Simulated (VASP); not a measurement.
# Zr2SiC (P4/mmm) in VASP: further runs

Zr2SiC is run at these levels: PBE; tasks: relaxation of cell and atoms, single point.

All numbers are computed with VASP 6.6.1; they aren't measurements. Logs are shortened: lines on timing, memory, paths and dates and some standing lists are left out, and cuts for length are marked.

## 1. The cell of the first run

It takes space group P4/mmm (No. 123, tetragonal). Conventional cell: a = 3.126 Å, b = 3.126 Å, c = 5.822 Å, α = 90.00°, β = 90.00°, γ = 90.00°. Within 3.4 Å of Zr (site symmetry 4mm) lie 4 C at 2.57 Å and 6 Zr at 2.63 to 3.19 Å and 4 Si at 2.73 Å. Within 3.6 Å of Si (site symmetry 4/mmm) lie 8 Zr at 2.73 Å and 2 C at 2.91 Å and 4 Si at 3.13 Å. C (site symmetry 4/mmm) has 8 Zr at 2.57 Å and 2 Si at 2.91 Å and 4 C at 3.13 Å within 3.4 Å.

The cell was generated, and may not be a known phase.

## 2. Relaxation of cell and atoms, PBE

The input, INCAR:

```
SYSTEM = Zr2SiC
PREC = Accurate
ENCUT = 600
EDIFF = 1E-6
ISMEAR = 0
SIGMA = 0.1
LREAL = .False.
LASPH = .True.
NELM = 80
ALGO = Normal
ISIF = 3
LWAVE = .False.
LCHARG = .False.
GGA = PE
IBRION = 2
NSW = 90
EDIFFG = -0.04
```

The input, KPOINTS:

```
Automatic mesh
0
Gamma
  6 6 4
  0 0 0
```

The input, POSCAR:

```
Zr2SiC
1.0
    3.1261179000      0.0000000000      0.0000000000
    0.0000000000      3.1261179000      0.0000000000
    0.0000000000      0.0000000000      5.8215760000
Zr Si C
2 1 1
Direct
    0.0000000000      0.0000000000      0.2258049500
    0.0000000000      0.0000000000      0.7741950500
    0.5000000000      0.5000000000      0.5000000000
    0.5000000000      0.5000000000      0.0000000000
```

Potentials or basis: VASP PAW PBE potentials, release 64 (Zr_sv, Si, C).

Command:

```sh
cat potpaw_PBE.64/Zr_sv/POTCAR potpaw_PBE.64/Si/POTCAR potpaw_PBE.64/C/POTCAR > POTCAR
mpirun -np 1 vasp_std > vasp.out
```

OUTCAR:

```text
SYSTEM = Zr2SiC
   PREC = Accurate
   ENCUT = 600
   EDIFF = 1E-6
   ISMEAR = 0
   LREAL = .False.
   LASPH = .True.
   NELM = 80
   ISIF = 3
   GGA = PE
   IBRION = 2
   NSW = 90
   EDIFFG = -0.04

 ion  position               nearest neighbor table
   1  0.000  0.000  0.226-   4 2.57   4 2.57   4 2.57   4 2.57   2 2.63   3 2.73   3 2.73   3 2.73
                             3 2.73   2 3.19
   2  0.000  0.000  0.774-   4 2.57   4 2.57   4 2.57   4 2.57   1 2.63   3 2.73   3 2.73   3 2.73
                             3 2.73   1 3.19
   3  0.500  0.500  0.500-   1 2.73   2 2.73   1 2.73   2 2.73   1 2.73   2 2.73   1 2.73   2 2.73

   4  0.500  0.500  0.000-   1 2.57   2 2.57   1 2.57   2 2.57   1 2.57   2 2.57   1 2.57   2 2.57

  LATTYP: Found a simple tetragonal cell.
 ALAT       =     3.1261179000
 C/A-ratio  =     1.8622381453

  Lattice vectors:

 A1 = (   3.1261179000,   0.0000000000,   0.0000000000)
 A2 = (   0.0000000000,   3.1261179000,   0.0000000000)
 A3 = (   0.0000000000,   0.0000000000,   5.8215760000)

Analysis of symmetry for initial positions (statically):
=====================================================================
 Subroutine PRICEL returns:
 Original cell was already a primitive cell.

 Routine SETGRP: Setting up the symmetry group for a
 simple tetragonal supercell.

 Subroutine GETGRP returns: Found 16 space group operations
 (whereof 16 operations were pure point group operations)
 out of a pool of 16 trial point group operations.

The static configuration has the point symmetry D_4h.

Analysis of symmetry for dynamics (positions and initial velocities):
=====================================================================
 Subroutine PRICEL returns:
 Original cell was already a primitive cell.

 Routine SETGRP: Setting up the symmetry group for a
 simple tetragonal supercell.

 Subroutine GETGRP returns: Found 16 space group operations
 (whereof 16 operations were pure point group operations)
 out of a pool of 16 trial point group operations.

The dynamic configuration has the point symmetry D_4h.

 Subroutine INISYM returns: Found 16 space group operations
 (whereof 16 operations are pure point group operations),
 and found     1 'primitive' translations

----------------------------------------------------------------------------------------

                                     Primitive cell

  volume of cell :      56.8920

  direct lattice vectors                    reciprocal lattice vectors
     3.126117900  0.000000000  0.000000000     0.319885568  0.000000000  0.000000000
     0.000000000  3.126117900  0.000000000     0.000000000  0.319885568  0.000000000
     0.000000000  0.000000000  5.821576000     0.000000000  0.000000000  0.171774791

  length of vectors
     3.126117900  3.126117900  5.821576000     0.319885568  0.319885568  0.171774791

  position of ions in fractional coordinates (direct lattice)
     0.000000000  0.000000000  0.225804950
     0.000000000  0.000000000  0.774195050
     0.500000000  0.500000000  0.500000000
     0.500000000  0.500000000  0.000000000

  ion indices of the primitive-cell ions
   primitive index   ion index
                 1           1
                 2           2
                 3           3
                 4           4

----------------------------------------------------------------------------------------

 KPOINTS: Automatic mesh

Automatic generation of k-mesh.
 Grid dimensions read from file:
 generate k-points for:    6    6    4

 Generating k-lattice:

  Cartesian coordinates                     Fractional coordinates (reciprocal lattice)
     0.053314261  0.000000000  0.000000000     0.166666667  0.000000000  0.000000000
     0.000000000  0.053314261  0.000000000     0.000000000  0.166666667  0.000000000
     0.000000000  0.000000000  0.042943698     0.000000000  0.000000000  0.250000000

  Length of vectors
     0.053314261  0.053314261  0.042943698

  Shift w.r.t. Gamma in fractional coordinates (k-lattice)
     0.000000000  0.000000000  0.000000000

 Subroutine IBZKPT returns following result:
 ===========================================

 Found     30 irreducible k-points:

 Following reciprocal coordinates:
            Coordinates               Weight
  0.000000  0.000000  0.000000      1.000000
  0.166667  0.000000  0.000000      4.000000
  0.333333  0.000000  0.000000      4.000000
  0.500000  0.000000  0.000000      2.000000
  0.166667  0.166667  0.000000      4.000000
  0.333333  0.166667  0.000000      8.000000
[... 16 lines left out ...]
  0.333333  0.000000  0.500000      4.000000
  0.500000  0.000000  0.500000      2.000000
 [... further k-points ...]
   k-points           NKPTS =     30   k-points in BZ     NKDIM =     30   number of bands    NBANDS=     20
   number of dos      NEDOS =    301   number of ions     NIONS =      4
   total plane-waves  NPLWV =  37632
   dimension x,y,z NGX =    28 NGY =   28 NGZ =   48
[... 21 lines left out ...]
   ISYM   =      2    0-nonsym 1-usesym 2-fastsym
   POTIM  = 0.5000    time-step for ionic-motion
   TEBEG  =    0.0;   TEEND  =   0.0 temperature during run
   PSTRESS=    0.0 pullay stress
   NELECT =      32.0000    total number of electrons
   NUPDOWN=      -1.0000    fix difference up-down
   EMIN   =  10.00;   EMAX   =-10.00  energy-range for DOS
   EFERMI =   0.00;   METHOD = LEGACY
   ISMEAR =     0;   SIGMA  =   0.10  broadening in eV -4-tet -1-fermi 0-gaus
   EFERMI_NEDOS =   21; number of points for ismear=-14 and -15
   IALGO  =     38    algorithm
   IMIX   =      4    mixing-type and parameters
     AMIX     =   0.40;   BMIX     =  1.00
     AMIX_MAG =   1.60;   BMIX_MAG =  1.00
  volume/ion in A,a.u.               =      14.22        95.98
  Fermi-wavevector in a.u.,A,eV,Ry     =   1.351370  2.553720 24.846986  1.826202
  Thomas-Fermi vector in A             =   2.478798
   LORBIT       =      0    0 simple, 1 ext, 2 COOP (PROOUT), +10 PAW based schemes
   GGA     = PE    functional components
   LHFCALC =     F    Hartree Fock is set to
   AEXX    =    0.0000 exact exchange contribution
   IVDW    =     0    specifies the selected vdW correction
   LEPSILON=     F    determine dielectric tensor
   LRPA    =     F    only Hartree local field effects (RPA)
 conjugate gradient relaxation of ions
 non-spin polarized calculation
 Gauss-broadening in eV      SIGMA  =   0.10
  energy-cutoff  :      600.00
  volume of cell :       56.89
 maximum number of plane-waves:      1920
 NGX is ok and might be reduce to    28
   NGX = 13   NGY = 13   NGZ = 23

--------------------------------------- Ionic step        1  -------------------------------------------

 number of electron      32.0000000 magnetization

 Free energy of the ion-electron system (eV)
  ---------------------------------------------------
  ext. energy  EPLUGINS =         0.00000000
  ---------------------------------------------------
  free energy    TOTEN  =       -31.09217901 eV

  energy without entropy =      -31.06666442  energy(sigma->0) =      -31.07942171

------------------------ aborting loop because EDIFF is reached ----------------------------------------

  FORCE on cell =-STRESS in cart. coord.  units (eV):
  Direction    XX          YY          ZZ          XY          YZ          ZX
  --------------------------------------------------------------------------------------
  -------------------------------------------------------------------------------------
  Total        2.3142944      2.3142944      7.7411797      0.0000000     -0.0000000      0.0000000
  in kB       65.1745291     65.1745291    218.0049995      0.0000000     -0.0000000      0.0000000
  external PRESSURE =     116.1180193 kB  Pullay stress =       0.0000000 kB
[... 95 lines left out ...]
  FREE ENERGIE OF THE ION-ELECTRON SYSTEM (eV)
  ---------------------------------------------------
  free  energy   TOTEN  =       -31.4030486283 eV

  energy  without entropy=      -31.3808502131  energy(sigma->0) =      -31.39194942

 E-fermi :   9.6273     XC(G=0): -11.6179

 val. band max:        9.6209762180   @ k =   0.1667   0.1667   0.0000
 cond. band min:       9.6315928443   @ k =   0.1667   0.1667   0.2500
 fundamental gap:      0.0106166263
 Fermi energy:         9.6272635856

 k-point     1 :       0.0000    0.0000    0.0000
  band No.  band energies     occupation
      1     -39.0709      2.00000
      2     -38.9836      2.00000
      3     -17.5690      2.00000
      4     -16.8196      2.00000
      5     -16.6388      2.00000
      6     -16.6388      2.00000
[... 541 lines left out ...]
     19      12.1870      0.00000
     20      12.5538      0.00000

 [... further k-points ...]

[... ionic steps 4 to 9 ...]

--------------------------------------- Ionic step       10  -------------------------------------------

 number of electron      32.0000000 magnetization

------------------------ aborting loop because EDIFF is reached ----------------------------------------
[... 71 lines left out ...]
--------------------------------------- Ionic step       12  -------------------------------------------

 number of electron      32.0000000 magnetization

 Free energy of the ion-electron system (eV)
  ---------------------------------------------------
  ext. energy  EPLUGINS =         0.00000000
  ---------------------------------------------------
  free energy    TOTEN  =       -32.17360951 eV

  energy without entropy =      -32.15738857  energy(sigma->0) =      -32.16549904

 E-fermi :  10.1346     XC(G=0): -11.8014

 val. band max:       10.1273628793   @ k =   0.1667   0.1667   0.2500
 cond. band min:      10.1419332025   @ k =   0.1667   0.1667   0.0000
 fundamental gap:      0.0145703232
 Fermi energy:        10.1345527741

 k-point     1 :       0.0000    0.0000    0.0000
  band No.  band energies     occupation
      1     -38.4829      2.00000
      2     -38.3569      2.00000
      3     -17.1156      2.00000
      4     -16.1379      2.00000
      5     -15.9907      2.00000
      6     -15.9907      2.00000
[... 541 lines left out ...]
     19      12.6150      0.00000
     20      13.0918      0.00000

 [... further k-points ...]
[... 5 lines left out ...]
  --------------------------------------------------------------------------------------
  -------------------------------------------------------------------------------------
  Total       -0.1005806     -0.1005806     -0.1584031      0.0000000     -0.0000000      0.0000000
  in kB       -2.6622451     -2.6622451     -4.1927359      0.0000000     -0.0000000      0.0000000
  external PRESSURE =      -3.1724087 kB  Pullay stress =       0.0000000 kB
[... 19 lines left out ...]
  FREE ENERGIE OF THE ION-ELECTRON SYSTEM (eV)
  ---------------------------------------------------
  free  energy   TOTEN  =       -32.1736095148 eV

  energy  without entropy=      -32.1573885678  energy(sigma->0) =      -32.16549904

 reached required accuracy - stopping structural energy minimisation
```

Run time: 3.2 min. Hardware: 1 thread of Intel Xeon Platinum 8559C (Emerald Rapids), shared host; peak memory 0.22 GiB.

What came out:

```
Free energy                           : -32.1736 eV
Relaxed volume                        : 15.13 Å³/atom
Relaxed cell                          : a = 2.949 Å, b = 2.949 Å, c = 6.959 Å, α = 90.00°, β = 90.00°, γ = 90.00°
Space group after relaxing (to 0.1 Å) : P4/mmm (No. 123)
Energy gained by relaxing             : 270.4 meV/atom
Ionic steps                           : 12
Pressure after relaxing               : -0.3 GPa
Largest force after relaxing          : 0.023 eV/Å
Band gap on the k mesh                : zero (bands 16 and 17 overlap by 0.87 eV)
```

Forces in eV/Å, atoms in the order of the input:
```
Zr   0.000  0.000 -0.023
Zr   0.000  0.000  0.023
Si   0.000  0.000  0.000
C    0.000  0.000  0.000
```

Stress tensor (GPa, compression positive):
```
-0.27  0.00  0.00
 0.00 -0.27  0.00
 0.00  0.00 -0.42
```

Step by step:
```csv
step,energy change (eV),largest force (eV/Å),pressure (GPa),volume (Å³)
1,0.0000,0.8215,11.61,56.89
2,-0.2619,0.6253,-10.64,65.72
3,-0.3109,0.6419,-5.51,63.03
4,-0.7576,0.8952,-6.91,63.23
5,0.1015,0.0126,1.99,61.25
6,-0.9957,0.7576,-6.54,63.07
7,-0.9734,0.5125,10.23,56.96
8,-1.0769,0.2717,0.54,60.07
9,-1.0769,0.2597,0.68,60.01
10,-1.0808,0.0395,0.26,60.31
11,-1.0808,0.0121,0.24,60.28
12,-1.0814,0.0227,-0.32,60.53
```

Final structure:
```
CELL_PARAMETERS angstrom
2.94938 0.00000 0.00000
0.00000 2.94938 0.00000
0.00000 0.00000 6.95852
ATOMIC_POSITIONS crystal
Zr 0.00000 0.00000 0.19859
Zr 0.00000 0.00000 0.80141
Si 0.50000 0.50000 0.50000
C 0.50000 0.50000 0.00000
```

Levels at points of the mesh, in eV from the Fermi level:
| k point | band 13 | band 14 | band 15 | band 16 | band 17 | band 18 | band 19 | band 20 |
| --- | --- | --- | --- | --- | --- | --- | --- | --- |
| (0.00, 0.00, 0.00) | -1.65 | -1.05 | -0.96 | -0.52 | -0.52 | 3.39 | 3.39 | 4.22 |
| (0.50, 0.00, 0.00) | -2.56 | -1.37 | -1.05 | -0.57 | -0.23 | 2.43 | 2.71 | 2.90 |
| (0.50, 0.50, 0.00) | -4.37 | -2.21 | -2.21 | -0.73 | 0.66 | 0.66 | 2.10 | 3.05 |
| (0.00, 0.00, 0.50) | -1.75 | -1.21 | -0.78 | -0.42 | -0.42 | 2.59 | 2.59 | 3.77 |
| (0.50, 0.00, 0.50) | -2.73 | -1.39 | -0.53 | -0.45 | -0.18 | 2.17 | 2.48 | 2.96 |
| (0.50, 0.50, 0.50) | -3.28 | -3.28 | -2.02 | -1.05 | 0.86 | 0.93 | 2.23 | 2.23 |

Caveat: a cell axis changed by over 15 % at a fixed basis, so the end point is rough.

## 3. Single point, PBE, collinear spin

This run uses another cell than the first one, of 15.09 Å³/atom.

The input, INCAR:

```
SYSTEM = Zr2SiC
PREC = Accurate ; ENCUT = 520
EDIFF = 1E-6 ; ISMEAR = 0
SIGMA = 0.1 ; LREAL = .False.
LASPH = .True. ; NELM = 150
ALGO = Normal ; ISIF = 2
LWAVE = .False. ; LCHARG = .True.
ISPIN = 2 ; MAGMOM = 1 1 0 0
LORBIT = 11 ; LMAXMIX = 4
GGA = PE ; LELF = .True.
LVHAR = .True. ; NBANDS = 28
```

The input, KPOINTS:

```
regular mesh
0
Gamma
  6 6 4
  0 0 0
```

The input, POSCAR:

```
Zr2SiC
1.0
    2.9473240251      0.0000000000      0.0000000000
    0.0000000000      2.9473240251      0.0000000000
    0.0000000000      0.0000000000      6.9499228555
Zr Si C
2 1 1
Direct
    0.0000000000      0.0000000000      0.1984724334
    0.0000000000      0.0000000000      0.8015275666
    0.5000000000      0.5000000000      0.5000000000
    0.5000000000      0.5000000000      0.0000000000
```

Potentials or basis: VASP PAW PBE potentials, release 64 (Zr_sv, Si, C).

Command:

```sh
cat potpaw_PBE.64/Zr_sv/POTCAR potpaw_PBE.64/Si/POTCAR potpaw_PBE.64/C/POTCAR > POTCAR
mpirun -np 1 vasp_std > vasp.out
```

It took 78 s on 1 thread of Intel Xeon Platinum 8559C (Emerald Rapids), shared host; peak memory 0.24 GiB.

It converged, with:

| Property | Result |
| --- | --- |
| Free energy | -32.1759 eV |
| Pressure | 0.1 GPa |
| Largest force | 0.015 eV/Å |
| Band gap on the k mesh | zero (filled and empty bands overlap) |
| Net moment | 0.00 μB per cell |
| Valence electrons inside the program's atomic spheres | Zr 9.95; Si 1.61; C 2.29 |

Forces in eV/Å, atoms in the order of the input:
```
Zr   0.000  0.000  0.015
Zr   0.000  0.000 -0.015
Si   0.000  0.000  0.000
C    0.000  0.000  0.000
```

Stress tensor (GPa, compression positive):
```
0.05 0.00 0.00
0.00 0.05 0.00
0.00 0.00 0.23
```

Levels at points of the mesh, in eV from the Fermi level:
Spin up:
| k point | band 13 | band 14 | band 15 | band 16 | band 17 | band 18 | band 19 | band 20 |
| --- | --- | --- | --- | --- | --- | --- | --- | --- |
| (0.00, 0.00, 0.00) | -1.66 | -1.06 | -0.95 | -0.53 | -0.53 | 3.40 | 3.40 | 4.24 |
| (0.50, 0.00, 0.00) | -2.56 | -1.37 | -1.05 | -0.58 | -0.23 | 2.44 | 2.71 | 2.91 |
| (0.50, 0.50, 0.00) | -4.37 | -2.21 | -2.21 | -0.74 | 0.66 | 0.66 | 2.10 | 3.07 |
| (0.00, 0.00, 0.50) | -1.76 | -1.21 | -0.78 | -0.43 | -0.43 | 2.60 | 2.60 | 3.79 |
| (0.50, 0.00, 0.50) | -2.74 | -1.40 | -0.54 | -0.45 | -0.18 | 2.18 | 2.48 | 2.96 |
| (0.50, 0.50, 0.50) | -3.29 | -3.29 | -2.02 | -1.04 | 0.86 | 0.93 | 2.23 | 2.23 |
Spin down:
```csv
k point,band 13,band 14,band 15,band 16,band 17,band 18,band 19,band 20
"(0.00, 0.00, 0.00)",-1.66,-1.06,-0.95,-0.53,-0.53,3.40,3.40,4.24
"(0.50, 0.00, 0.00)",-2.56,-1.37,-1.05,-0.58,-0.23,2.44,2.71,2.91
"(0.50, 0.50, 0.00)",-4.37,-2.21,-2.21,-0.74,0.66,0.66,2.10,3.07
"(0.00, 0.00, 0.50)",-1.76,-1.21,-0.78,-0.43,-0.43,2.60,2.60,3.79
"(0.50, 0.00, 0.50)",-2.74,-1.40,-0.54,-0.45,-0.18,2.18,2.48,2.96
"(0.50, 0.50, 0.50)",-3.29,-3.29,-2.02,-1.04,0.86,0.93,2.23,2.23
```

## 4. Single point, PBE

This run uses another cell than the first one, of 15.09 Å³/atom.

The input, INCAR:

```
PREC = Accurate ; ENCUT = 520
EDIFF = 1E-6 ; ISMEAR = 0
SIGMA = 0.1 ; LREAL = False
LASPH = True ; NELM = 60
ALGO = Normal ; ISIF = 2
LWAVE = False ; LCHARG = False
GGA = PE ; NBANDS = 24
```

The input, KPOINTS:

```
Automatic mesh
0
Gamma
  16 16 8
```

The input, POSCAR:

```
Zr2SiC
1.0
    2.9383164966      0.0000000000      0.0000000000
    0.0000000000      2.9383164966      0.0000000000
    0.0000000000      0.0000000000      6.9935024061
Zr Si C
2 1 1
Direct
    0.0000000000      0.0000000000      0.1977999256
    0.0000000000      0.0000000000      0.8022000744
    0.5000000000      0.5000000000      0.5000000000
    0.5000000000      0.5000000000      0.0000000000
```

Command:

```sh
cat potpaw_PBE.64/Zr_sv/POTCAR potpaw_PBE.64/Si/POTCAR potpaw_PBE.64/C/POTCAR > POTCAR
mpirun -np 1 vasp_std > vasp.out
```

It took 2 min on 1 thread of Intel Xeon Platinum 8559C (Emerald Rapids), shared host; peak memory 0.41 GiB.

Results (log left out):

* Free energy: -32.2084 eV
* Pressure: 0.1 GPa
* Largest force: 0.010 eV/Å
* Band gap on the k mesh: zero (bands 16 and 17 overlap by 1.27 eV)

Forces on the atoms (eV/Å):
```
Zr   0.000  0.000  0.010
Zr   0.000  0.000 -0.010
Si   0.000  0.000  0.000
C    0.000  0.000  0.000
```

Levels at points of the mesh, in eV from the Fermi level:
| k point | band 13 | band 14 | band 15 | band 16 | band 17 | band 18 | band 19 | band 20 |
| --- | --- | --- | --- | --- | --- | --- | --- | --- |
| (0.00, 0.00, 0.00) | -1.62 | -1.04 | -1.03 | -0.46 | -0.46 | 3.51 | 3.51 | 4.30 |
| (0.50, 0.00, 0.00) | -2.54 | -1.36 | -1.01 | -0.51 | -0.19 | 2.50 | 2.83 | 2.89 |
| (0.50, 0.50, 0.00) | -4.30 | -2.18 | -2.18 | -0.66 | 0.68 | 0.68 | 2.09 | 3.02 |
| (0.00, 0.00, 0.50) | -1.73 | -1.19 | -0.79 | -0.36 | -0.36 | 2.71 | 2.71 | 3.80 |
| (0.50, 0.00, 0.50) | -2.71 | -1.38 | -0.48 | -0.43 | -0.15 | 2.26 | 2.48 | 3.06 |
| (0.50, 0.50, 0.50) | -3.23 | -3.23 | -2.03 | -1.01 | 0.91 | 0.98 | 2.28 | 2.28 |

## 5. Overview

| task | spin | cell | k mesh | cutoff (eV) | gap on the mesh (eV) | pressure (GPa) | largest force (eV/Å) |
| --- | --- | --- | --- | --- | --- | --- | --- |
| relaxation of cell and atoms | off | relaxed from a = 3.126, b = 3.126, c = 5.822 Å, 4 atoms, atomic positions A | 6 × 6 × 4 | 600 | none | -0.3 | 0.02 |
| single point | collinear | a = 2.947, b = 2.947, c = 6.950 Å, 4 atoms, atomic positions B | 6 × 6 × 4 | 520 | none | 0.1 | 0.02 |
| single point | off | a = 2.938, b = 2.938, c = 6.994 Å, 4 atoms, atomic positions C | 16 × 16 × 8 | 520 | none | 0.1 | 0.01 |

Alike in all rows: level PBE; potentials or basis VASP PAW PBE potentials, release 64 (Zr_sv, Si, C); smearing gaussian 0.1 eV.

Caveats: a cell axis changed by over 15 % at a fixed basis, so the end point is rough (at least some runs).

Absolute energies hang on the potentials; compare differences alone.
